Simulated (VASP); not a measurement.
# MnSi: single point with PBE

Crystal: MnSi.

```xyz
8
Lattice="4.5177 0.0000 0.0000 0.0000 4.5177 0.0000 0.0000 0.0000 4.5177" Properties=species:S:1:pos:R:3 pbc="T T T"
Mn    0.6166    0.6166    0.6166
Mn    1.6422    3.9011    2.8755
Mn    2.8755    1.6422    3.9011
Mn    3.9011    2.8755    1.6422
Si    3.8192    3.8192    3.8192
Si    2.9573    0.6985    1.5604
Si    1.5604    2.9573    0.6985
Si    0.6985    1.5604    2.9573
```

```yaml
Program: VASP 6.6.1
Task: single point
Functional: PBE
Potentials_or_basis: VASP PAW PBE potentials, release 64 (Mn_pv, Si)
Cutoff: 520 eV
k_mesh: 4 × 4 × 4
Occupations: gaussian, width 0.05 eV
Spin: collinear spin, ferromagnetic start
Starting_moments: "[3.5, 3.5, 3.5, 3.5, 0.0, 0.0, 0.0, 0.0] μB"
```

```yaml
Pressure: 0.0 GPa
Largest_force: 0.014 eV/Å
Band_gap_on_the_k_mesh: zero (filled and empty bands overlap)
Net_moment: 4.00 μB per cell
Site_moments: Mn +1.06; Si -0.05 μB
Valence_electrons_inside_the_program's_atomic_spheres: Mn 12.01; Si 1.65
```

Forces in eV/Å, atoms in the order of the input:
```
Mn   0.008  0.008  0.008
Mn  -0.008 -0.008  0.008
Mn   0.008 -0.008 -0.008
Mn  -0.008  0.008 -0.008
Si  -0.005 -0.005 -0.005
Si   0.005  0.005 -0.005
Si  -0.005  0.005  0.005
Si   0.005 -0.005  0.005
```

Levels at points of the mesh, in eV from the Fermi level:
Spin up:
| k point | band 33 | band 34 | band 35 | band 36 | band 37 | band 38 | band 39 | band 40 |
| --- | --- | --- | --- | --- | --- | --- | --- | --- |
| (0.00, 0.00, 0.00) | -0.48 | -0.48 | -0.42 | -0.42 | 0.67 | 0.67 | 0.67 | 2.89 |
| (0.50, 0.00, 0.00) | -0.73 | -0.73 | -0.23 | -0.23 | 0.20 | 0.20 | 1.73 | 1.73 |
| (0.50, 0.50, 0.00) | -1.14 | -1.14 | -0.69 | -0.69 | 0.66 | 0.66 | 1.21 | 1.21 |
| (0.50, 0.50, 0.50) | -0.80 | -0.80 | -0.80 | -0.80 | 0.51 | 0.51 | 0.51 | 0.51 |
Spin down:
```tsv
k point	band 28	band 29	band 30	band 31	band 32	band 33	band 34	band 35	band 36	band 37
(0.00, 0.00, 0.00)	-1.99	-1.50	-1.50	-1.50	0.58	0.58	0.58	0.91	0.91	1.48
(0.50, 0.00, 0.00)	-1.93	-1.29	-1.29	-0.51	-0.51	0.51	0.51	0.81	0.81	0.98
(0.50, 0.50, 0.00)	-1.07	-0.71	-0.71	-0.60	-0.60	-0.36	-0.36	0.52	0.52	1.37
(0.50, 0.50, 0.50)	-1.97	-0.02	-0.02	-0.02	-0.02	0.15	0.15	0.15	0.15	1.18
```

Run time: 110 s on 1 thread of Intel(R) Xeon(R) Platinum 8375C CPU @ 2.90GHz (Ice Lake), on a shared host, peak memory 0.27 GiB.
